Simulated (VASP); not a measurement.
# Pt (P6_3/mmc) in VASP: further runs, part 2 of 2

VASP 6.6.1. The steps go on from the part before.

### 3 Single point, LDA

File INCAR:

```
  PREC = Accurate
  ENCUT = 520
  EDIFF = 1E-6
  ISMEAR = -1
  SIGMA = 0.01
  LREAL = F
  LASPH = T
  NELM = 100
  ALGO = Normal
  ISIF = 2
  LWAVE = F
  LCHARG = F
  NBANDS = 17
```

File KPOINTS:

```
Automatic mesh
0
Gamma
  7 7 4
```

File POSCAR:

```
Pt
1.0
    2.7606660000      0.0000000000      0.0000000000
   -1.3803330000      2.3908068874      0.0000000000
    0.0000000000      0.0000000000      4.7921340000
Pt
2
Direct
    0.6666670000      0.3333330000      0.7500000000
    0.3333330000      0.6666670000      0.2500000000
```

Potentials or basis: VASP PAW LDA potentials, release 64 (Pt).

Launch:

```bash
> cat potpaw_LDA.64/Pt/POTCAR > POTCAR
> mpirun -np 1 vasp_std > vasp.out
```

OUTCAR:

```text
PREC = Accurate
   ENCUT = 520
   EDIFF = 1E-6
   ISMEAR = -1
   LREAL = F
   LASPH = T
   NELM = 100
   ISIF = 2

 ion  position               nearest neighbor table
   1  0.667  0.333  0.750-   2 2.88   2 2.88   2 2.88   2 2.88   2 2.88   2 2.88
   2  0.333  0.667  0.250-   1 2.88   1 2.88   1 2.88   1 2.88   1 2.88   1 2.88

  LATTYP: Found a hexagonal cell.
 ALAT       =     2.7606660000
 C/A-ratio  =     1.7358615638

  Lattice vectors:

 A1 = (   2.7606660000,   0.0000000000,   0.0000000000)
 A2 = (  -1.3803330000,   2.3908068874,   0.0000000000)
 A3 = (   0.0000000000,   0.0000000000,   4.7921340000)

Analysis of symmetry for initial positions (statically):
=====================================================================
 Subroutine PRICEL returns:
 Original cell was already a primitive cell.

 Routine SETGRP: Setting up the symmetry group for a
 hexagonal supercell.

 Subroutine GETGRP returns: Found 24 space group operations
 (whereof 12 operations were pure point group operations)
 out of a pool of 24 trial point group operations.

The static configuration has the point symmetry D_3d.
 The point group associated with its full space group is D_6h.

Analysis of symmetry for dynamics (positions and initial velocities):
=====================================================================
 Subroutine PRICEL returns:
 Original cell was already a primitive cell.

 Routine SETGRP: Setting up the symmetry group for a
 hexagonal supercell.

 Subroutine GETGRP returns: Found 24 space group operations
 (whereof 12 operations were pure point group operations)
 out of a pool of 24 trial point group operations.

The dynamic configuration has the point symmetry D_3d.
 The point group associated with its full space group is D_6h.

 Subroutine INISYM returns: Found 24 space group operations
 (whereof 12 operations are pure point group operations),
 and found     1 'primitive' translations

----------------------------------------------------------------------------------------

                                     Primitive cell

  volume of cell :      31.6291

  direct lattice vectors                    reciprocal lattice vectors
     2.760666000  0.000000000  0.000000000     0.362231433  0.209134415  0.000000000
    -1.380333000  2.390806887  0.000000000     0.000000000  0.418268830  0.000000000
     0.000000000  0.000000000  4.792134000     0.000000000  0.000000000  0.208675300

  length of vectors
     2.760666000  2.760666000  4.792134000     0.418268830  0.418268830  0.208675300

  position of ions in fractional coordinates (direct lattice)
     0.666667000  0.333333000  0.750000000
     0.333333000  0.666667000  0.250000000

  ion indices of the primitive-cell ions
   primitive index   ion index
                 1           1
                 2           2

----------------------------------------------------------------------------------------

 KPOINTS: Automatic mesh

Automatic generation of k-mesh.
 Grid dimensions read from file:
 generate k-points for:    7    7    4

 Generating k-lattice:

  Cartesian coordinates                     Fractional coordinates (reciprocal lattice)
     0.051747348  0.029876345  0.000000000     0.142857143  0.000000000  0.000000000
     0.000000000  0.059752690  0.000000000     0.000000000  0.142857143  0.000000000
     0.000000000  0.000000000  0.052168825     0.000000000  0.000000000  0.250000000

  Length of vectors
     0.059752690  0.059752690  0.052168825

  Shift w.r.t. Gamma in fractional coordinates (k-lattice)
     0.000000000  0.000000000  0.000000000

 Subroutine IBZKPT returns following result:
 ===========================================

 Found     24 irreducible k-points:

 Following reciprocal coordinates:
            Coordinates               Weight
  0.000000  0.000000  0.000000      1.000000
  0.142857 -0.000000  0.000000      6.000000
  0.285714 -0.000000  0.000000      6.000000
  0.428571 -0.000000  0.000000      6.000000
  0.142857  0.142857  0.000000      6.000000
  0.285714  0.142857  0.000000     12.000000
[... 16 lines left out ...]
  0.428571  0.142857  0.500000      6.000000
  0.285714  0.285714  0.500000      6.000000
   k-points           NKPTS =     24   k-points in BZ     NKDIM =     24   number of bands    NBANDS=     17
   number of dos      NEDOS =    301   number of ions     NIONS =      2
   total plane-waves  NPLWV =  20736
   dimension x,y,z NGX =    24 NGY =   24 NGZ =   36
   dimension x,y,z NGXF=    48 NGYF=   48 NGZF=   72
   ions per type =               2
   NGX,Y,Z   is equivalent  to a cutoff of  14.45, 14.45, 12.49 a.u.
   NGXF,Y,Z  is equivalent  to a cutoff of  28.91, 28.91, 24.98 a.u.
 SYSTEM =  unknown system
   PREC   = accura    normal or accurate (medium, high low for compatibility)
   ISTART =      0    job   : 0-new  1-cont  2-samecut
   ICHARG =      2    charge: 1-file 2-atom 10-const
   ISPIN  =      1    spin polarized calculation?
   LNONCOLLINEAR =      F non collinear calculations
   LSORBIT =      F    spin-orbit coupling
   LASPH  =      T    aspherical Exc in radial PAW
   ENCUT  =  520.0 eV  38.22 Ry    6.18 a.u.   5.13  5.13  8.91*2*pi/ulx,y,z
   NELM   =    100;   NELMIN=  2; NELMDL= -5     # of ELM steps
   EDIFF  = 0.1E-05   stopping-criterion for ELM
   LREAL  =      F    real-space projection
   EDIFFG = 0.1E-04   stopping-criterion for IOM
   NSW    =      0    number of steps for IOM
   IBRION =     -1    ionic relax: 0-MD 1-quasi-New 2-CG
   NFREE  =      0    steps in history (QN), initial steepest desc. (CG)
   ISIF   =      2    stress and relaxation
   ISYM   =      2    0-nonsym 1-usesym 2-fastsym
   POTIM  = 0.5000    time-step for ionic-motion
   TEBEG  =    0.0;   TEEND  =   0.0 temperature during run
   PSTRESS=    0.0 pullay stress
   NELECT =      20.0000    total number of electrons
   NUPDOWN=      -1.0000    fix difference up-down
   EMIN   =  10.00;   EMAX   =-10.00  energy-range for DOS
   EFERMI =   0.00;   METHOD = LEGACY
   ISMEAR =    -1;   SIGMA  =   0.01  broadening in eV -4-tet -1-fermi 0-gaus
   EFERMI_NEDOS =   21; number of points for ismear=-14 and -15
   IALGO  =     38    algorithm
   IMIX   =      4    mixing-type and parameters
     AMIX     =   0.40;   BMIX     =  1.00
     AMIX_MAG =   1.60;   BMIX_MAG =  1.00
  volume/ion in A,a.u.               =      15.81       106.72
  Fermi-wavevector in a.u.,A,eV,Ry     =   1.405149  2.655347 26.863939  1.974444
  Thomas-Fermi vector in A             =   2.527639
   LORBIT       =      0    0 simple, 1 ext, 2 COOP (PROOUT), +10 PAW based schemes
   GGA     = CA    functional components
   LHFCALC =     F    Hartree Fock is set to
   AEXX    =    0.0000 exact exchange contribution
   IVDW    =     0    specifies the selected vdW correction
   LEPSILON=     F    determine dielectric tensor
   LRPA    =     F    only Hartree local field effects (RPA)
 non-spin polarized calculation
  energy-cutoff  :      520.00
  volume of cell :       31.63
 maximum number of plane-waves:       863
 NGX is ok and might be reduce to    24
   NGX = 11   NGY = 11   NGZ = 17

 number of electron      20.0000004 magnetization

 Free energy of the ion-electron system (eV)
  ---------------------------------------------------
  ext. energy  EPLUGINS =         0.00000000
  ---------------------------------------------------
  free energy    TOTEN  =       -14.74234587 eV

  energy without entropy =      -14.73913983  energy(sigma->0) =      -14.74074285

 E-fermi :  10.2398     XC(G=0): -13.4087

 val. band max:       10.2225751845   @ k =   0.2857   0.1429   0.5000
 cond. band min:      10.2402832245   @ k =   0.2857  -0.0000   0.0000
 fundamental gap:      0.0177080400
 Fermi energy:        10.2397986722

 k-point     1 :       0.0000    0.0000    0.0000
  band No.  band energies     occupation
      1       0.5033      2.00000
      2       3.1139      2.00000
      3       6.2880      2.00000
      4       6.7278      2.00000
      5       6.7278      2.00000
      6       7.0902      2.00000
[... 9 lines left out ...]
     16      27.4290      0.00000
     17      31.2169      0.00000
[... 441 lines left out ...]
 k-point    24 :       0.2857    0.2857    0.5000
  band No.  band energies     occupation
      1       4.9082      2.00000
      2       4.9082      2.00000
      3       5.8026      2.00000
      4       5.8026      2.00000
      5       6.5711      2.00000
      6       6.5711      2.00000
[... 9 lines left out ...]
     16      20.2158      0.00000
     17      26.5729      0.00000

------------------------ aborting loop because EDIFF is reached ----------------------------------------

  FORCE on cell =-STRESS in cart. coord.  units (eV):
  Direction    XX          YY          ZZ          XY          YZ          ZX
  --------------------------------------------------------------------------------------
  -------------------------------------------------------------------------------------
  Total       -3.3890339     -3.3890339     -2.1650403      0.0000000      0.0000000      0.0000000
  in kB     -171.6718838   -171.6718838   -109.6703550      0.0000000      0.0000000      0.0000000
  external PRESSURE =    -151.0047076 kB  Pullay stress =       0.0000000 kB

 VOLUME and BASIS-vectors are now :
 -----------------------------------------------------------------------------
  energy-cutoff  :      520.00
  volume of cell :       31.63
      direct lattice vectors                 reciprocal lattice vectors
     2.760666000  0.000000000  0.000000000     0.362231433  0.209134415  0.000000000
    -1.380333000  2.390806887  0.000000000     0.000000000  0.418268830  0.000000000
     0.000000000  0.000000000  4.792134000     0.000000000  0.000000000  0.208675300

 POSITION                                       TOTAL-FORCE (eV/Angst)
 -----------------------------------------------------------------------------------
      1.38033      0.79693      3.59410         0.000000      0.000000      0.000000
     -0.00000      1.59387      1.19803        -0.000000     -0.000000      0.000000
 -----------------------------------------------------------------------------------
    total drift:                                0.000039     -0.000022      0.000026

  FREE ENERGIE OF THE ION-ELECTRON SYSTEM (eV)
  ---------------------------------------------------
  free  energy   TOTEN  =       -14.7423458723 eV

  energy  without entropy=      -14.7391398270  energy(sigma->0) =      -14.74074285
```

OSZICAR:

```text
N       E                     dE             d eps       ncg     rms          rms(c)
DAV:   1     0.100567908248E+03    0.10057E+03   -0.10555E+04   816   0.113E+03
DAV:   2    -0.137139653235E+02   -0.11428E+03   -0.10831E+03   879   0.246E+02
DAV:   3    -0.156478657772E+02   -0.19339E+01   -0.19092E+01  1036   0.313E+01
DAV:   4    -0.156577851551E+02   -0.99194E-02   -0.99173E-02   954   0.229E+00
DAV:   5    -0.156578774292E+02   -0.92274E-04   -0.92273E-04  1057   0.239E-01    0.165E+01
DAV:   6    -0.148266164818E+02    0.83126E+00   -0.13498E+00   856   0.101E+01    0.847E+00
DAV:   7    -0.147512903461E+02    0.75326E-01   -0.19257E-01   959   0.373E+00    0.309E+00
DAV:   8    -0.147425794001E+02    0.87109E-02   -0.19295E-02   879   0.117E+00    0.531E-01
DAV:   9    -0.147423452476E+02    0.23415E-03   -0.20918E-04   923   0.130E-01    0.670E-02
DAV:  10    -0.147423451900E+02    0.57657E-07   -0.16755E-05  1012   0.323E-02    0.159E-02
DAV:  11    -0.147423458723E+02   -0.68232E-06   -0.90605E-07   543   0.769E-03
   1 F= -.14742346E+02 E0= -.14740743E+02  d E =-.320605E-02
```

Wall time 5.4 s (1 thread of Intel Xeon 6975P-C (Granite Rapids), shared host); peak memory 0.13 GiB.

Results:

| Quantity | Value |
| --- | --- |
| Free energy | -14.7423 eV |
| Pressure | -15.1 GPa |
| Band gap on the k mesh | zero (band 10 reaches 10.43 eV, above the bottom of band 11 at 9.45 eV) |

Stress tensor (GPa, compression positive):
```
-17.17   0.00   0.00
  0.00 -17.17   0.00
  0.00   0.00 -10.97
```

Caveat: the k points lie up to 0.38 Å⁻¹ apart; spin-orbit coupling is left out, which moves the levels of the heavy elements.

### 4 Single point, LDA

File INCAR:

```
PREC = Accurate
ENCUT = 500
EDIFF = 1E-6
ISMEAR = -1
SIGMA = 0.01
LREAL = False
LASPH = True
NELM = 120
ALGO = Normal
ISIF = 2
LWAVE = False
LCHARG = False
GGA = CA
NBANDS = 25
GGA_COMPAT = False
```

File KPOINTS:

```
regular mesh
0
Gamma
  7 7 4
```

POSCAR is that of step 3.

Potentials or basis: VASP PAW LDA potentials, release 64 (Pt_sv_GW).

Launch:

```bash
> cat potpaw_LDA.64/Pt_sv_GW/POTCAR > POTCAR
> mpirun -np 1 vasp_std > vasp.out
```

It took 9.5 s on 1 thread of AMD EPYC 9R45 (Zen 5), shared host; peak memory 0.11 GiB.

It converged, with:

| Quantity | Value |
| --- | --- |
| Free energy | -14.3748 eV |
| Pressure | -18.2 GPa |
| Band gap on the k mesh | zero (band 18 reaches 9.81 eV, above the bottom of band 19 at 8.83 eV) |

Stress tensor (GPa, compression positive):
```
-20.45   0.00   0.00
  0.00 -20.45   0.00
  0.00   0.00 -13.58
```

Levels at points of the mesh, in eV from the Fermi level:
| k point | band 15 | band 16 | band 17 | band 18 | band 19 | band 20 | band 21 | band 22 |
| --- | --- | --- | --- | --- | --- | --- | --- | --- |
| (0.00, 0.00, 0.00) | -3.13 | -1.78 | -1.78 | -0.68 | -0.21 | -0.21 | 4.69 | 15.09 |
| (0.00, 0.00, 0.50) | -3.48 | -3.48 | -0.79 | -0.79 | -0.79 | -0.79 | 11.92 | 11.92 |

Caveat: the k points lie up to 0.38 Å⁻¹ apart; spin-orbit coupling is left out, which moves the levels of the heavy elements.
